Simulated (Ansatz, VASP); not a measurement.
Two plane-wave programs on Os

```
Os
1.0
     2.70676    0.00000    0.00000
    -1.35338    2.34412    0.00000
     0.00000    0.00000    4.31970
Os
2
Direct
  0.66667 0.33333 0.75000
  0.33333 0.66667 0.25000
```

Alike in both runs: task single point; functional PBEsol; k mesh 9 × 9 × 5; occupations fermi-dirac, width 0.05 eV; no spin polarisation.

|  | VASP | Ansatz |
| --- | --- | --- |
| version | VASP 6.6.1 | Ansatz 0.2.0 |
| potentials or method | VASP PAW PBE potentials, release 64 (Os) | Ansatz PAW |
| plane-wave cutoff (eV) | 520 | 420 |
| valence electrons in the cell | 16 | 32 |

Ansatz gave:

| Quantity | Value |
| --- | --- |
| gap on the k mesh at the Fermi level (eV) | none |
| pressure (GPa) | 5.6 |
| traceless stress, the component that is largest in VASP (GPa) | -4.02 |

Q: What did VASP give for the same quantities?

A: gap on the k mesh at the Fermi level (eV): none; pressure (GPa): 6.3; traceless stress, the component that is largest in VASP (GPa): -4.04.

VASP's potentials were made for PBE, not for PBEsol. A gap of «none» marks a metal or a gap that the smearing closes. With one functional, cell and mesh, what is left measures potentials, basis and numerics. VASP's potentials hold 16 valence electrons a cell and Ansatz's 32, so a difference there can come from the potentials and not from the codes.

Spin-orbit coupling is off throughout.
